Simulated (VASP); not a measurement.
# C (Fmmm) in VASP: a series of runs, part 2 of 3

VASP 6.6.1.

## (3) Single point, PBE+D3(BJ)

File INCAR:

```
PREC = Accurate
ENCUT = 520
EDIFF = 1E-6
ISMEAR = 0
SIGMA = 0.03
LREAL = F
LASPH = T
NELM = 100
ALGO = Normal
ISIF = 2
LWAVE = F
LCHARG = F
GGA = PE
IVDW = 12
NBANDS = 11
```

File KPOINTS:

```
regular mesh
0
Gamma
  16 16 16
```

File POSCAR:

```
C
1.0
    0.0000000000      2.1759733913      3.4645497982
    1.2569692796      0.0000000000      3.4645497982
    1.2569692796      2.1759733913      0.0000000000
C
2
Direct
    0.1666966007      0.8333033993      0.1666966007
    0.8333033993      0.1666966007      0.8333033993
```

Potentials or basis: VASP PAW PBE potentials, release 64 (C).

Launch:

```bash
$ cat potpaw_PBE.64/C/POTCAR > POTCAR
$ mpirun -np 1 vasp_std > vasp.out
```

OUTCAR:

```text
PREC = Accurate
   ENCUT = 520
   EDIFF = 1E-6
   ISMEAR = 0
   LREAL = F
   LASPH = T
   NELM = 100
   ISIF = 2
   GGA = PE
   IVDW = 12
 IVDW          = 12

 ion  position               nearest neighbor table
   1  0.167  0.833  0.167-   2 1.45   2 1.45   2 1.45
   2  0.833  0.167  0.833-   1 1.45   1 1.45   1 1.45

  LATTYP: Found a face centered orthorhombic cell.
 ALAT       =     2.5139385592
 B/A-ratio  =     1.7311269469
 C/A-ratio  =     2.7562724519

  Lattice vectors:

 A1 = (   0.0000000000,   2.1759733913,   3.4645497982)
 A2 = (   1.2569692796,   0.0000000000,   3.4645497982)
 A3 = (   1.2569692796,   2.1759733913,   0.0000000000)

Analysis of symmetry for initial positions (statically):
=====================================================================
 Subroutine PRICEL returns:
 Original cell was already a primitive cell.

 Routine SETGRP: Setting up the symmetry group for a
 face centered orthorhombic supercell.

 Subroutine GETGRP returns: Found  8 space group operations
 (whereof  8 operations were pure point group operations)
 out of a pool of  8 trial point group operations.

The static configuration has the point symmetry D_2h.

Analysis of symmetry for dynamics (positions and initial velocities):
=====================================================================
 Subroutine PRICEL returns:
 Original cell was already a primitive cell.

 Routine SETGRP: Setting up the symmetry group for a
 face centered orthorhombic supercell.

 Subroutine GETGRP returns: Found  8 space group operations
 (whereof  8 operations were pure point group operations)
 out of a pool of  8 trial point group operations.

The dynamic configuration has the point symmetry D_2h.

 Subroutine INISYM returns: Found  8 space group operations
 (whereof  8 operations are pure point group operations),
 and found     1 'primitive' translations

----------------------------------------------------------------------------------------

                                     Primitive cell

  volume of cell :      18.9520

  direct lattice vectors                    reciprocal lattice vectors
     0.000000000  2.175973391  3.464549798    -0.397782196  0.229782222  0.144318895
     1.256969280  0.000000000  3.464549798     0.397782196 -0.229782222  0.144318895
     1.256969280  2.175973391  0.000000000     0.397782196  0.229782222 -0.144318895

  length of vectors
     4.091205874  3.685522632  2.512932942     0.481516862  0.481516862  0.481516862

  position of ions in fractional coordinates (direct lattice)
     0.166696601  0.833303399  0.166696601
     0.833303399  0.166696601  0.833303399

  ion indices of the primitive-cell ions
   primitive index   ion index
                 1           1
                 2           2

----------------------------------------------------------------------------------------

 KPOINTS: regular mesh

Automatic generation of k-mesh.
 Grid dimensions read from file:
 generate k-points for:   16   16   16

 Generating k-lattice:

  Cartesian coordinates                     Fractional coordinates (reciprocal lattice)
    -0.024861387  0.014361389  0.009019931     0.062500000  0.000000000  0.000000000
     0.024861387 -0.014361389  0.009019931     0.000000000  0.062500000  0.000000000
     0.024861387  0.014361389 -0.009019931    -0.000000000 -0.000000000  0.062500000
[... 40 lines left out ...]
   number of dos      NEDOS =    301   number of ions     NIONS =      2
   total plane-waves  NPLWV =  16800
   dimension x,y,z NGX =    30 NGY =   28 NGZ =   20
   dimension x,y,z NGXF=    60 NGYF=   56 NGZF=   40
   ions per type =               2
   NGX,Y,Z   is equivalent  to a cutoff of  12.19, 12.63, 13.23 a.u.
   NGXF,Y,Z  is equivalent  to a cutoff of  24.38, 25.26, 26.46 a.u.
 SYSTEM =  unknown system
   PREC   = accura    normal or accurate (medium, high low for compatibility)
   ISTART =      0    job   : 0-new  1-cont  2-samecut
   ICHARG =      2    charge: 1-file 2-atom 10-const
   ISPIN  =      1    spin polarized calculation?
   LNONCOLLINEAR =      F non collinear calculations
   LSORBIT =      F    spin-orbit coupling
   LASPH  =      T    aspherical Exc in radial PAW
   ENCUT  =  520.0 eV  38.22 Ry    6.18 a.u.   7.61  6.85  4.67*2*pi/ulx,y,z
   NELM   =    100;   NELMIN=  2; NELMDL= -5     # of ELM steps
   EDIFF  = 0.1E-05   stopping-criterion for ELM
   LREAL  =      F    real-space projection
   EDIFFG = 0.1E-04   stopping-criterion for IOM
   NSW    =      0    number of steps for IOM
   IBRION =     -1    ionic relax: 0-MD 1-quasi-New 2-CG
   NFREE  =      0    steps in history (QN), initial steepest desc. (CG)
   ISIF   =      2    stress and relaxation
   ISYM   =      2    0-nonsym 1-usesym 2-fastsym
   POTIM  = 0.5000    time-step for ionic-motion
   TEBEG  =    0.0;   TEEND  =   0.0 temperature during run
   PSTRESS=    0.0 pullay stress
   NELECT =       8.0000    total number of electrons
   NUPDOWN=      -1.0000    fix difference up-down
   EMIN   =  10.00;   EMAX   =-10.00  energy-range for DOS
   EFERMI =   0.00;   METHOD = LEGACY
   ISMEAR =     0;   SIGMA  =   0.03  broadening in eV -4-tet -1-fermi 0-gaus
   EFERMI_NEDOS =   21; number of points for ismear=-14 and -15
   IALGO  =     38    algorithm
   IMIX   =      4    mixing-type and parameters
     AMIX     =   0.40;   BMIX     =  1.00
     AMIX_MAG =   1.60;   BMIX_MAG =  1.00
  volume/ion in A,a.u.               =       9.48        63.95
  Fermi-wavevector in a.u.,A,eV,Ry     =   1.228061  2.320698 20.519394  1.508133
  Thomas-Fermi vector in A             =   2.363000
   LORBIT       =      0    0 simple, 1 ext, 2 COOP (PROOUT), +10 PAW based schemes
   GGA     = PE    functional components
   LHFCALC =     F    Hartree Fock is set to
   AEXX    =    0.0000 exact exchange contribution
   IVDW    =    12    specifies the selected vdW correction
   LEPSILON=     F    determine dielectric tensor
   LRPA    =     F    only Hartree local field effects (RPA)
 non-spin polarized calculation
 Gauss-broadening in eV      SIGMA  =   0.03
  energy-cutoff  :      520.00
  volume of cell :       18.95
 maximum number of plane-waves:       527
   NGX = 15   NGY = 13   NGZ =  9

 number of electron       8.0000000 magnetization

 Free energy of the ion-electron system (eV)
  ---------------------------------------------------
  ext. energy  EPLUGINS =         0.00000000
  ---------------------------------------------------
  free energy    TOTEN  =       -18.38672810 eV

  energy without entropy =      -18.38672810  energy(sigma->0) =      -18.38672810

 E-fermi :   3.9645     XC(G=0):  -9.9861

 val. band max:        3.8418078648   @ k =   0.4375  -0.1875   0.3125
 cond. band min:       4.1270899274   @ k =   0.0000   0.3125   0.3125
 fundamental gap:      0.2852820626
 Fermi energy:         3.9645096645

 k-point     1 :       0.0000    0.0000    0.0000
  band No.  band energies     occupation
      1     -15.1006      2.00000
      2      -2.2501      2.00000
      3       1.0310      2.00000
      4       1.0413      2.00000
      5       8.3192      0.00000
      6      12.0187      0.00000
      7      12.0743      0.00000
      8      14.7754      0.00000
      9      15.3711      0.00000
     10      25.9573      0.00000
     11      28.4146      0.00000
[... 309 lines left out ...]
 k-point    24 :      -0.0625    0.0625    0.0000
  band No.  band energies     occupation
      1     -14.7416      2.00000
      2      -1.8476      2.00000
      3      -0.3038      2.00000
      4       0.3715      2.00000
      5       8.7585      0.00000
      6      12.0945      0.00000
      7      13.4509      0.00000
      8      13.5758      0.00000
      9      16.1774      0.00000
     10      25.9199      0.00000
     11      27.0434      0.00000

 [... further k-points ...]

------------------------ aborting loop because EDIFF is reached ----------------------------------------

 Edisp (eV)   -0.29665

 E8    (eV) :    -0.0837

  FORCE on cell =-STRESS in cart. coord.  units (eV):
  Direction    XX          YY          ZZ          XY          YZ          ZX
  --------------------------------------------------------------------------------------
  -------------------------------------------------------------------------------------
  Total      -2.56700    -2.58723    -0.04691     0.00000     0.00000     0.00000
  in kB    -217.01110  -218.72082    -3.96606     0.00000     0.00000     0.00000
  external pressure =     -146.57 kB  Pullay stress =        0.00 kB

 VOLUME and BASIS-vectors are now :
 -----------------------------------------------------------------------------
  energy-cutoff  :      520.00
  volume of cell :       18.95
      direct lattice vectors                 reciprocal lattice vectors
     0.000000000  2.175973391  3.464549798    -0.397782196  0.229782222  0.144318895
     1.256969280  0.000000000  3.464549798     0.397782196 -0.229782222  0.144318895
     1.256969280  2.175973391  0.000000000     0.397782196  0.229782222 -0.144318895

 POSITION                                       TOTAL-FORCE (eV/Angst)
 -----------------------------------------------------------------------------------
      1.25697      0.72545      3.46455         0.000000     -0.020376      0.000000
      1.25697      3.62649      3.46455         0.000000      0.020376      0.000000
 -----------------------------------------------------------------------------------
    total drift:                                0.000000      0.000000     -0.000000

  FREE ENERGIE OF THE ION-ELECTRON SYSTEM (eV)
  ---------------------------------------------------
  free  energy   TOTEN  =       -18.6833786005 eV

  energy  without entropy=      -18.6833786005  energy(sigma->0) =      -18.68337860
```

stdout:

```text
POSCAR found type information on POSCAR C
 POSCAR found :  1 types and       2 ions
 scaLAPACK will be used
 LDA part: xc-table for (Slater+PW92), standard interpolation
 POSCAR, INCAR and KPOINTS ok, starting setup
 FFT: planning ... GRIDC
 FFT: planning ... GRID_SOFT
 FFT: planning ... GRID
 WAVECAR not read
 entering main loop
```

It took 73 s on 1 thread of Intel Xeon Platinum 8488C (Sapphire Rapids), shared host; peak memory 0.23 GiB.

Results:

```yaml
Free_energy: -18.6834 eV
Pressure: -14.7 GPa
Largest_force: 0.020 eV/Å
Dispersion_energy_per_atom: -0.148 eV
```

Forces in eV/Å, atoms in the order of the input:
```
C    0.000 -0.020  0.000
C    0.000  0.020  0.000
```

Stress tensor (GPa, compression positive):
```
-21.70   0.00   0.00
  0.00 -21.87   0.00
  0.00   0.00  -0.40
```

Caveat: the stress differs along the axes, from -22 to -0 GPa.

## (4) Single point, PBE+D3(BJ) (atoms shifted along a free coordinate)

File INCAR:

```
SYSTEM = C
  ALGO = Normal
  EDIFF = 1E-7
  ENCUT = 520
  GGA = PE
  ISIF = 2
  ISMEAR = 0
  IVDW = 12
  LASPH = .True.
  LCHARG = .False.
  LREAL = .False.
  LWAVE = .False.
  NBANDS = 11
  NELM = 80
  PREC = Accurate
  SIGMA = 0.03
```

File KPOINTS:

```
k-points
0
Gamma
  16 16 16
  0 0 0
```

File POSCAR:

```
C
1.0
    0.0000000000      2.1759733913      3.4645497982
    1.2569692796      0.0000000000      3.4645497982
    1.2569692796      2.1759733913      0.0000000000
C
2
Direct
    0.1403389013      0.8596610987      0.1403389013
    0.8596610987      0.1403389013      0.8596610987
```

Potentials or basis: VASP PAW PBE potentials, release 64 (C).

Launch:

```bash
$ cat potpaw_PBE.64/C/POTCAR > POTCAR
$ mpirun -np 1 vasp_std > vasp.out
```

OUTCAR:

```text
SYSTEM = C
   EDIFF = 1E-7
   ENCUT = 520
   GGA = PE
   ISIF = 2
   ISMEAR = 0
   IVDW = 12
   LASPH = .True.
   LREAL = .False.
   NELM = 80
   PREC = Accurate
 IVDW          = 12

 ion  position               nearest neighbor table
   1  0.140  0.860  0.140-   2 1.22   2 1.58   2 1.58
   2  0.860  0.140  0.860-   1 1.22   1 1.58   1 1.58

  LATTYP: Found a face centered orthorhombic cell.
 ALAT       =     2.5139385592
 B/A-ratio  =     1.7311269469
 C/A-ratio  =     2.7562724519

  Lattice vectors:

 A1 = (   0.0000000000,   2.1759733913,   3.4645497982)
 A2 = (   1.2569692796,   0.0000000000,   3.4645497982)
 A3 = (   1.2569692796,   2.1759733913,   0.0000000000)

Analysis of symmetry for initial positions (statically):
=====================================================================
 Subroutine PRICEL returns:
 Original cell was already a primitive cell.

 Routine SETGRP: Setting up the symmetry group for a
 face centered orthorhombic supercell.

 Subroutine GETGRP returns: Found  8 space group operations
 (whereof  8 operations were pure point group operations)
 out of a pool of  8 trial point group operations.

The static configuration has the point symmetry D_2h.

Analysis of symmetry for dynamics (positions and initial velocities):
=====================================================================
 Subroutine PRICEL returns:
 Original cell was already a primitive cell.

 Routine SETGRP: Setting up the symmetry group for a
 face centered orthorhombic supercell.

 Subroutine GETGRP returns: Found  8 space group operations
 (whereof  8 operations were pure point group operations)
 out of a pool of  8 trial point group operations.

The dynamic configuration has the point symmetry D_2h.

 Subroutine INISYM returns: Found  8 space group operations
 (whereof  8 operations are pure point group operations),
 and found     1 'primitive' translations

----------------------------------------------------------------------------------------

[... 120 lines left out ...]
   IVDW    =    12    specifies the selected vdW correction
   LEPSILON=     F    determine dielectric tensor
   LRPA    =     F    only Hartree local field effects (RPA)
 non-spin polarized calculation
 Gauss-broadening in eV      SIGMA  =   0.03
  energy-cutoff  :      520.00
  volume of cell :       18.95
 maximum number of plane-waves:       527
   NGX = 15   NGY = 13   NGZ =  9

 number of electron       8.0000000 magnetization

 Free energy of the ion-electron system (eV)
  ---------------------------------------------------
  ext. energy  EPLUGINS =         0.00000000
  ---------------------------------------------------
  free energy    TOTEN  =       -16.94850641 eV

  energy without entropy =      -16.94828986  energy(sigma->0) =      -16.94839813

 E-fermi :   3.8705     XC(G=0):  -9.9337

 val. band max:        3.8611077705   @ k =   0.3125   0.2500  -0.0000
 cond. band min:       3.8705554265   @ k =   0.2500   0.1875  -0.0000
 fundamental gap:      0.0094476560
 Fermi energy:         3.8704928271

 k-point     1 :       0.0000    0.0000    0.0000
  band No.  band energies     occupation
      1     -15.2311      2.00000
      2      -2.4703      2.00000
      3      -1.7768      2.00000
      4       4.4499      0.00000
      5       7.9100      0.00000
      6       8.3513      0.00000
      7      13.6467      0.00000
      8      15.2821      0.00000
      9      17.8323      0.00000
     10      25.6963      0.00000
     11      26.7853      0.00000
[... 309 lines left out ...]
 k-point    24 :      -0.0625    0.0625    0.0000
  band No.  band energies     occupation
      1     -14.8832      2.00000
      2      -2.3564      2.00000
      3      -2.0995      2.00000
      4       2.6295      2.00000
      5       8.3816      0.00000
      6       8.9479      0.00000
      7      14.1923      0.00000
      8      15.0447      0.00000
      9      18.3550      0.00000
     10      24.7359      0.00000
     11      27.0103      0.00000

 [... further k-points ...]

------------------------ aborting loop because EDIFF is reached ----------------------------------------

 Edisp (eV)   -0.29822

 E8    (eV) :    -0.0842

  FORCE on cell =-STRESS in cart. coord.  units (eV):
  Direction    XX          YY          ZZ          XY          YZ          ZX
  --------------------------------------------------------------------------------------
  -------------------------------------------------------------------------------------
  Total      -1.55109     5.51208    -0.13181     0.00000     0.00000     0.00000
  in kB    -131.12705   465.98411   -11.14299     0.00000     0.00000     0.00000
  external pressure =      107.90 kB  Pullay stress =        0.00 kB

 VOLUME and BASIS-vectors are now :
 -----------------------------------------------------------------------------
  energy-cutoff  :      520.00
  volume of cell :       18.95
      direct lattice vectors                 reciprocal lattice vectors
     0.000000000  2.175973391  3.464549798    -0.397782196  0.229782222  0.144318895
     1.256969280  0.000000000  3.464549798     0.397782196 -0.229782222  0.144318895
     1.256969280  2.175973391  0.000000000     0.397782196  0.229782222 -0.144318895

 POSITION                                       TOTAL-FORCE (eV/Angst)
 -----------------------------------------------------------------------------------
      1.25697      0.61075      3.46455         0.000000     13.779796      0.000000
      1.25697      3.74120      3.46455         0.000000    -13.779796      0.000000
 -----------------------------------------------------------------------------------
    total drift:                               -0.000000     -0.000000      0.000000

  FREE ENERGIE OF THE ION-ELECTRON SYSTEM (eV)
  ---------------------------------------------------
  free  energy   TOTEN  =       -17.2467238747 eV

  energy  without entropy=      -17.2465073218  energy(sigma->0) =      -17.24661560
```

OSZICAR:

```text
N       E                     dE             d eps       ncg     rms          rms(c)
DAV:   1     0.142306161156E+01    0.14231E+01   -0.38797E+03 13830   0.633E+02
DAV:   2    -0.178960639268E+02   -0.19319E+02   -0.18415E+02 18024   0.115E+02
DAV:   3    -0.184039042890E+02   -0.50784E+00   -0.50648E+00 16937   0.146E+01
DAV:   4    -0.184060361860E+02   -0.21319E-02   -0.21317E-02 15887   0.117E+00
DAV:   5    -0.184060464747E+02   -0.10289E-04   -0.10289E-04 17081   0.732E-02    0.700E+00
DAV:   6    -0.172634236328E+02    0.11426E+01   -0.10922E+00 15056   0.664E+00    0.388E+00
DAV:   7    -0.169449425777E+02    0.31848E+00   -0.10429E+00 15785   0.648E+00    0.120E+00
DAV:   8    -0.169488754075E+02   -0.39328E-02   -0.30013E-02 14894   0.120E+00    0.141E-01
DAV:   9    -0.169484130100E+02    0.46240E-03   -0.21455E-03 16253   0.320E-01    0.606E-02
DAV:  10    -0.169484886115E+02   -0.75602E-04   -0.15523E-04 15216   0.852E-02    0.229E-02
DAV:  11    -0.169485069188E+02   -0.18307E-04   -0.18522E-05 15369   0.327E-02    0.674E-03
DAV:  12    -0.169485062077E+02    0.71110E-06   -0.38036E-06 16230   0.118E-02    0.151E-03
DAV:  13    -0.169485064772E+02   -0.26951E-06   -0.39909E-07 14964   0.404E-03    0.127E-03
DAV:  14    -0.169485064083E+02    0.68829E-07   -0.10991E-08 10098   0.814E-04
   1 F= -.17246724E+02 E0= -.17246616E+02  d E =-.216553E-03
```

Wall time 94 s (1 thread of Intel Xeon Platinum 8488C (Sapphire Rapids), shared host); peak memory 0.23 GiB.

What came out:

```yaml
Free_energy: -17.2467 eV
Pressure: 10.8 GPa
Largest_force: 13.780 eV/Å
Band_gap_on_the_k_mesh: zero (bands 4 and 5 overlap by 1.58 eV)
Dispersion_energy_per_atom: -0.149 eV
```

Forces in eV/Å, atoms in the order of the input:
```
C     0.000  13.780   0.000
C     0.000 -13.780   0.000
```

Stress tensor (GPa, compression positive):
```
-13.11   0.00   0.00
  0.00  46.60   0.00
  0.00   0.00  -1.11
```

Levels at points of the mesh, in eV from the Fermi level:
```tsv
k point	band 1	band 2	band 3	band 4	band 5	band 6	band 7	band 8
(0.00, 0.00, 0.00)	-19.10	-6.34	-5.65	0.58	4.04	4.48	9.78	11.41
(0.50, 0.00, 0.00)	-14.83	-11.76	-6.17	-3.06	3.21	5.14	12.18	13.52
(0.50, 0.50, 0.00)	-18.87	-7.98	-5.61	0.54	3.99	9.63	9.88	11.46
(0.50, 0.00, 0.50)	-14.80	-12.92	-5.03	-0.18	0.48	7.87	10.30	11.59
(0.00, 0.50, 0.50)	-14.68	-12.73	-5.08	-1.17	-1.00	7.55	13.80	15.99
```

Caveat: the cell differs from its parent crystal (atoms shifted along a free coordinate); the stress differs along the axes, from -13 to 47 GPa; forces of over 1 eV/Å act on the atoms, so gaps and moduli don't describe the material at rest.

[end of part 2 of 3]

The gap in the log of VASP goes by the Fermi energy; the results here count the filled bands.